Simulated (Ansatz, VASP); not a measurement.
Two plane-wave programs on Ta2Si

```
Ta Si
1.0
    -3.08776    3.08776    2.52364
     3.08776   -3.08776    2.52364
     3.08776    3.08776   -2.52364
Ta Si
4 2
Direct
  0.66359 0.83641 0.50000
  0.83641 0.33641 0.17281
  0.33641 0.16359 0.50000
  0.16359 0.66359 0.82719
  0.25000 0.25000 0.00000
  0.75000 0.75000 0.00000
```

Alike in both runs: task single point; functional LDA; k mesh 10 × 10 × 10; occupations gaussian, width 0.1 eV; no spin polarisation.

|  | VASP | Ansatz |
| --- | --- | --- |
| version | VASP 6.6.1 | Ansatz 0.2.0 |
| potentials or method | VASP PAW LDA potentials, release 64 (Ta_pv, Si), cutoff 520 eV | scalar-relativistic, plane waves, PAW |
| valence electrons in the cell | 52 | 60 |

VASP gave:

| Quantity | Value |
| --- | --- |
| gap on the k mesh at the Fermi level (eV) | none |
| pressure (GPa) | -6.8 |
| traceless stress, the component that is largest in VASP (GPa) | 0.92 |
| rms of the force components (eV/Å) | 0.020 |

Question: Which values does Ansatz return?

Answer: gap on the k mesh at the Fermi level (eV): none; pressure (GPa): -7.6; traceless stress, the component that is largest in VASP (GPa): 0.94; rms of the force components (eV/Å): 0.017.

LDA's correlation is that of Perdew and Zunger in VASP and of Perdew and Wang (1992) in Ansatz. Atom by atom the forces differ by 0.003 eV/Å (rms over components). A gap of «none» marks a metal or a gap that the smearing closes. VASP's potentials hold 52 valence electrons a cell and Ansatz's 60, so a difference there can come from the potentials and not from the codes.

Neither program's run includes spin-orbit coupling.
